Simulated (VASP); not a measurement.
# Sr (Im-3m) in VASP: further runs

Aim: see how the results for Sr move with the level of theory and the settings. Levels: revPBE+D3(BJ), LDA, PBEsol, PBE0, r2SCAN+D3(BJ). Tasks: single point.

Everything below comes from runs of VASP 6.6.1. Logs are shortened: lines on timing, memory, paths and dates and some standing lists are left out, and cuts for length are marked.

## Step 1: The cell of the first run

It takes space group Im-3m (No. 229, cubic). The conventional cell has a = 4.870 Å, b = 4.870 Å, c = 4.870 Å, α = 90.00°, β = 90.00°, γ = 90.00°. Sr (site symmetry m-3m) has 14 Sr at 4.22 to 4.87 Å within 5.5 Å.

This isn't the form of Sr at room conditions, which is fcc.

## Step 2: Single point, revPBE+D3(BJ)

INCAR reads:

```
  PREC = Accurate
  ENCUT = 500
  EDIFF = 1E-6
  ISMEAR = -1
  SIGMA = 0.05
  LREAL = False
  LASPH = True
  NELM = 120
  ALGO = Normal
  ISIF = 2
  LWAVE = False
  LCHARG = False
  GGA = RE
  IVDW = 12
  NBANDS = 11
  GGA_COMPAT = False
```

KPOINTS reads:

```
regular mesh
0
Gamma
  8 8 8
```

POSCAR reads:

```
Sr
1.0
   -2.4350000000      2.4350000000      2.4350000000
    2.4350000000     -2.4350000000      2.4350000000
    2.4350000000      2.4350000000     -2.4350000000
Sr
1
Direct
    0.0000000000      0.0000000000      0.0000000000
```

Potentials or basis: VASP PAW PBE potentials, release 64 (Sr_sv).

Run with:

```
$ cat potpaw_PBE.64/Sr_sv/POTCAR > POTCAR
$ mpirun -np 1 vasp_std > vasp.out
```

OUTCAR:

```text
PREC = Accurate
   ENCUT = 500
   EDIFF = 1E-6
   ISMEAR = -1
   LREAL = False
   LASPH = True
   NELM = 120
   ISIF = 2
   GGA = RE
   IVDW = 12
 IVDW          = 12

 ion  position               nearest neighbor table
   1  0.000  0.000  0.000-

  LATTYP: Found a body centered cubic cell.
 ALAT       =     4.8700000000

  Lattice vectors:

 A1 = (  -2.4350000000,   2.4350000000,   2.4350000000)
 A2 = (   2.4350000000,  -2.4350000000,   2.4350000000)
 A3 = (   2.4350000000,   2.4350000000,  -2.4350000000)

Analysis of symmetry for initial positions (statically):
=====================================================================
 Subroutine PRICEL returns:
 Original cell was already a primitive cell.

 Routine SETGRP: Setting up the symmetry group for a
 body centered cubic supercell.

 Subroutine GETGRP returns: Found 48 space group operations
 (whereof 48 operations were pure point group operations)
 out of a pool of 48 trial point group operations.

The static configuration has the point symmetry O_h .

Analysis of symmetry for dynamics (positions and initial velocities):
=====================================================================
 Subroutine PRICEL returns:
 Original cell was already a primitive cell.

 Routine SETGRP: Setting up the symmetry group for a
 body centered cubic supercell.

 Subroutine GETGRP returns: Found 48 space group operations
 (whereof 48 operations were pure point group operations)
 out of a pool of 48 trial point group operations.

The dynamic configuration has the point symmetry O_h .

 Subroutine INISYM returns: Found 48 space group operations
 (whereof 48 operations are pure point group operations),
 and found     1 'primitive' translations

----------------------------------------------------------------------------------------

                                     Primitive cell

  volume of cell :      57.7507

  direct lattice vectors                    reciprocal lattice vectors
    -2.435000000  2.435000000  2.435000000     0.000000000  0.205338809  0.205338809
     2.435000000 -2.435000000  2.435000000     0.205338809  0.000000000  0.205338809
     2.435000000  2.435000000 -2.435000000     0.205338809  0.205338809  0.000000000

  length of vectors
     4.217543716  4.217543716  4.217543716     0.290392929  0.290392929  0.290392929

  position of ions in fractional coordinates (direct lattice)
     0.000000000  0.000000000  0.000000000

  ion indices of the primitive-cell ions
   primitive index   ion index
                 1           1

----------------------------------------------------------------------------------------

 KPOINTS: regular mesh

Automatic generation of k-mesh.
 Grid dimensions read from file:
 generate k-points for:    8    8    8

 Generating k-lattice:

  Cartesian coordinates                     Fractional coordinates (reciprocal lattice)
     0.000000000  0.025667351  0.025667351     0.125000000  0.000000000  0.000000000
     0.025667351  0.000000000  0.025667351     0.000000000  0.125000000  0.000000000
     0.025667351  0.025667351  0.000000000     0.000000000  0.000000000  0.125000000

  Length of vectors
     0.036299116  0.036299116  0.036299116

  Shift w.r.t. Gamma in fractional coordinates (k-lattice)
     0.000000000  0.000000000  0.000000000

 Subroutine IBZKPT returns following result:
 ===========================================

 Found     29 irreducible k-points:

 Following reciprocal coordinates:
            Coordinates               Weight
  0.000000  0.000000  0.000000      1.000000
  0.125000  0.000000  0.000000     12.000000
  0.250000  0.000000  0.000000     12.000000
  0.375000  0.000000  0.000000     12.000000
  0.500000  0.000000  0.000000      6.000000
  0.125000  0.125000  0.000000     24.000000
[... 16 lines left out ...]
 -0.250000  0.250000  0.250000      6.000000
 -0.375000  0.375000  0.250000     24.000000
 [... further k-points ...]
   k-points           NKPTS =     29   k-points in BZ     NKDIM =     29   number of bands    NBANDS=     11
   number of dos      NEDOS =    301   number of ions     NIONS =      1
   total plane-waves  NPLWV =  32768
   dimension x,y,z NGX =    32 NGY =   32 NGZ =   32
   dimension x,y,z NGXF=    64 NGYF=   64 NGZF=   64
   ions per type =               1
   NGX,Y,Z   is equivalent  to a cutoff of  12.61, 12.61, 12.61 a.u.
   NGXF,Y,Z  is equivalent  to a cutoff of  25.23, 25.23, 25.23 a.u.
 SYSTEM =  unknown system
   PREC   = accura    normal or accurate (medium, high low for compatibility)
   ISTART =      0    job   : 0-new  1-cont  2-samecut
   ICHARG =      2    charge: 1-file 2-atom 10-const
   ISPIN  =      1    spin polarized calculation?
   LNONCOLLINEAR =      F non collinear calculations
   LSORBIT =      F    spin-orbit coupling
   LASPH  =      T    aspherical Exc in radial PAW
   ENCUT  =  500.0 eV  36.75 Ry    6.06 a.u.   7.69  7.69  7.69*2*pi/ulx,y,z
   NELM   =    120;   NELMIN=  2; NELMDL= -5     # of ELM steps
   EDIFF  = 0.1E-05   stopping-criterion for ELM
   LREAL  =      F    real-space projection
   EDIFFG = 0.1E-04   stopping-criterion for IOM
   NSW    =      0    number of steps for IOM
   IBRION =     -1    ionic relax: 0-MD 1-quasi-New 2-CG
   NFREE  =      0    steps in history (QN), initial steepest desc. (CG)
   ISIF   =      2    stress and relaxation
   ISYM   =      2    0-nonsym 1-usesym 2-fastsym
   POTIM  = 0.5000    time-step for ionic-motion
   TEBEG  =    0.0;   TEEND  =   0.0 temperature during run
   PSTRESS=    0.0 pullay stress
   NELECT =      10.0000    total number of electrons
   NUPDOWN=      -1.0000    fix difference up-down
   EMIN   =  10.00;   EMAX   =-10.00  energy-range for DOS
   EFERMI =   0.00;   METHOD = LEGACY
   ISMEAR =    -1;   SIGMA  =   0.05  broadening in eV -4-tet -1-fermi 0-gaus
   EFERMI_NEDOS =   21; number of points for ismear=-14 and -15
   IALGO  =     38    algorithm
   IMIX   =      4    mixing-type and parameters
     AMIX     =   0.40;   BMIX     =  1.00
     AMIX_MAG =   1.60;   BMIX_MAG =  1.00
  volume/ion in A,a.u.               =      57.75       389.72
  Fermi-wavevector in a.u.,A,eV,Ry     =   0.912478  1.724334 11.328437  0.832617
  Thomas-Fermi vector in A             =   2.036879
   LORBIT       =      0    0 simple, 1 ext, 2 COOP (PROOUT), +10 PAW based schemes
   GGA     = RE    functional components
   LHFCALC =     F    Hartree Fock is set to
   AEXX    =    0.0000 exact exchange contribution
   IVDW    =    12    specifies the selected vdW correction
   LEPSILON=     F    determine dielectric tensor
   LRPA    =     F    only Hartree local field effects (RPA)
 non-spin polarized calculation
  energy-cutoff  :      500.00
  volume of cell :       57.75
 maximum number of plane-waves:      1508
   NGX = 15   NGY = 15   NGZ = 15

 number of electron      10.0000000 magnetization

 Free energy of the ion-electron system (eV)
  ---------------------------------------------------
  ext. energy  EPLUGINS =         0.00000000
  ---------------------------------------------------
  free energy    TOTEN  =        -1.47673091 eV

  energy without entropy =       -1.46676756  energy(sigma->0) =       -1.47174923

 E-fermi :   1.4974     XC(G=0):  -7.1168

 val. band max:        1.4505838658   @ k =   0.5000   0.5000   0.3750
 cond. band min:       1.5120449081   @ k =   0.5000   0.5000   0.2500
 fundamental gap:      0.0614610423
 Fermi energy:         1.4973501780

 k-point     1 :       0.0000    0.0000    0.0000
  band No.  band energies     occupation
      1     -35.2483      2.00000
      2     -17.1448      2.00000
      3     -17.1448      2.00000
      4     -17.1448      2.00000
      5      -2.0491      2.00000
      6       3.8575      0.00000
      7       3.8575      0.00000
      8       3.8575      0.00000
      9       5.1101      0.00000
     10       5.1101      0.00000
     11       9.3667      0.00000

 k-point     2 :       0.1250    0.0000    0.0000
  band No.  band energies     occupation
      1     -35.2465      2.00000
      2     -17.1693      2.00000
      3     -17.1529      2.00000
      4     -17.1448      2.00000
      5      -1.7984      2.00000
      6       3.6438      0.00000
      7       3.6625      0.00000
      8       4.0987      0.00000
      9       4.8650      0.00000
     10       5.1022      0.00000
     11       9.5707      0.00000

 k-point     3 :       0.2500    0.0000    0.0000
  band No.  band energies     occupation
      1     -35.2423      2.00000
      2     -17.2275      2.00000
      3     -17.1725      2.00000
      4     -17.1447      2.00000
      5      -1.0970      2.00000
      6       2.9428      0.00000
      7       3.2182      0.00000
      8       4.7992      0.00000
      9       4.8781      0.00000
     10       5.1643      0.00000
     11       9.0828      0.00000

 k-point     4 :       0.3750    0.0000    0.0000
  band No.  band energies     occupation
      1     -35.2381      2.00000
      2     -17.2846      2.00000
      3     -17.1919      2.00000
      4     -17.1447      2.00000
      5      -0.1236      2.00000
      6       2.1450      0.00000
      7       2.8733      0.00000
      8       4.9945      0.00000
      9       5.3851      0.00000
     10       5.8630      0.00000
     11       7.6407      0.00000
[... 239 lines left out ...]
 k-point    22 :       0.2500    0.2500    0.2500
  band No.  band energies     occupation
      1     -35.2357      2.00000
      2     -17.2247      2.00000
      3     -17.2247      2.00000
      4     -17.2247      2.00000
      5       1.8345      0.00236
      6       1.8345      0.00236
      7       1.8345      0.00236
      8       4.3132      0.00000
      9       5.6532      0.00000
     10       5.6532      0.00000
     11       7.9025      0.00000

 k-point    23 :      -0.2500    0.2500    0.2500
  band No.  band energies     occupation
      1     -35.2370      2.00000
      2     -17.2297      2.00000
      3     -17.2021      2.00000
      4     -17.2021      2.00000
      5      -0.2439      2.00000
      6       2.7535      0.00000
      7       3.6088      0.00000
      8       3.6088      0.00000
      9       4.8806      0.00000
     10       5.2573      0.00000
     11       8.2797      0.00000

 k-point    24 :      -0.3750    0.3750    0.2500
  band No.  band energies     occupation
      1     -35.2333      2.00000
      2     -17.2668      2.00000
      3     -17.2228      2.00000
      4     -17.2061      2.00000
      5       0.6108      2.00000
      6       2.0845      0.00002
      7       3.5868      0.00000
      8       3.7087      0.00000
      9       4.9204      0.00000
     10       5.6759      0.00000
     11       7.8820      0.00000

 [... further k-points ...]

------------------------ aborting loop because EDIFF is reached ----------------------------------------

 Edisp (eV)   -0.31820

 E8    (eV) :    -0.2443

  FORCE on cell =-STRESS in cart. coord.  units (eV):
  Direction    XX          YY          ZZ          XY          YZ          ZX
  --------------------------------------------------------------------------------------
  -------------------------------------------------------------------------------------
  Total      -0.37511    -0.37511    -0.37511    -0.00000    -0.00000     0.00000
  in kB     -10.40657   -10.40657   -10.40657    -0.00000    -0.00000     0.00000
  external pressure =      -10.41 kB  Pullay stress =        0.00 kB

 VOLUME and BASIS-vectors are now :
 -----------------------------------------------------------------------------
  energy-cutoff  :      500.00
  volume of cell :       57.75
      direct lattice vectors                 reciprocal lattice vectors
    -2.435000000  2.435000000  2.435000000     0.000000000  0.205338809  0.205338809
     2.435000000 -2.435000000  2.435000000     0.205338809  0.000000000  0.205338809
     2.435000000  2.435000000 -2.435000000     0.205338809  0.205338809  0.000000000

 POSITION                                       TOTAL-FORCE (eV/Angst)
 -----------------------------------------------------------------------------------
      0.00000      0.00000      0.00000        -0.000000     -0.000000     -0.000000
 -----------------------------------------------------------------------------------
    total drift:                                0.000000      0.000000     -0.000000

  FREE ENERGIE OF THE ION-ELECTRON SYSTEM (eV)
  ---------------------------------------------------
  free  energy   TOTEN  =        -1.7949330247 eV

  energy  without entropy=       -1.7849696670  energy(sigma->0) =       -1.78995135
```

Run time: 6.5 s. Hardware: 1 thread of AMD EPYC 9R45 (Zen 5), shared host; peak memory 0.15 GiB.

Results:

| Item | Value |
| --- | --- |
| Free energy | -1.7949 eV |
| Pressure | -1.0 GPa |
| Band gap on the k mesh | zero (bands 5 and 6 overlap by 0.40 eV) |
| Dispersion energy per atom | -0.318 eV |

Caveat: the PAW data sets were made with another functional, which shifts forces and pressure a little.

(Continued in part 2 of 2.)
